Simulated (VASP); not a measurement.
SiGe5:

```
Si Ge
1.0
     5.49951    0.00000    0.00000
    -2.74976    4.76272    0.00000
     0.00000    0.00000    4.33910
Si Ge
1 5
Direct
  0.00000 0.00000 0.00000
  0.00000 0.50000 0.50000
  0.33333 0.66667 0.00000
  0.66667 0.33333 0.00000
  0.50000 0.00000 0.50000
  0.50000 0.50000 0.50000
```

The cell was built from a structure type or drawn by symmetry, and may not be a known phase.

- Program: VASP 6.6.1
- Task: relaxation of cell and atoms
- Functional: PBE
- Potentials or basis: VASP PAW PBE potentials, release 64 (Si, Ge_d)
- Cutoff: 600 eV
- k mesh: 6 × 6 × 4
- Occupations: gaussian, width 0.1 eV
- Spin: no spin polarisation

At the start: pressure 8.3 GPa; volume 18.94 Å³/atom.

**Question.** Where does the relaxation end?

**Answer.** Over 10 steps the energy falls by 151.0 meV/atom and the volume is 20.66 Å³/atom (+9.1 %); space group P6/mmm (No. 191, to 0.1 Å) before and after.

The path:
| step | energy change (eV) | largest force (eV/Å) | pressure (GPa) | volume (Å³) |
| --- | --- | --- | --- | --- |
| 1 | 0.0000 | 0.0000 | 8.26 | 113.65 |
| 2 | -0.4868 | 0.0000 | -1.66 | 130.41 |
| 3 | -0.4872 | 0.0000 | -1.69 | 130.86 |
| 4 | -0.7329 | 0.0000 | -2.81 | 131.81 |
| 5 | -0.7959 | 0.0000 | -3.14 | 132.23 |
| 6 | -0.9012 | 0.0000 | 0.21 | 123.14 |
| 7 | -0.9011 | 0.0000 | 0.40 | 123.04 |
| 8 | -0.9049 | 0.0000 | 0.41 | 122.99 |
| 9 | -0.9049 | 0.0000 | 0.37 | 122.99 |
| 10 | -0.9058 | 0.0000 | -0.10 | 123.97 |

Final structure:
```yaml
crystal:
  lattice:
    - [5.31027, 0.00000, 0.00000]
    - [-2.65514, 4.59883, 0.00000]
    - [0.00000, 0.00000, 5.07620]
  atoms:
    - { symbol: Si, position: [0.00000, 0.00000, 0.00000] }
    - { symbol: Ge, position: [0.00000, 0.50000, 0.50000] }
    - { symbol: Ge, position: [0.33333, 0.66667, 0.00000] }
    - { symbol: Ge, position: [0.66667, 0.33333, 0.00000] }
    - { symbol: Ge, position: [0.50000, 0.00000, 0.50000] }
    - { symbol: Ge, position: [0.50000, 0.50000, 0.50000] }
```

Caveat: the k points lie up to 0.31 Å⁻¹ apart in the final cell, too coarse for converged energies and pressures of a metal; a cell axis changed by over 15 % at a fixed basis, so the end point is rough.
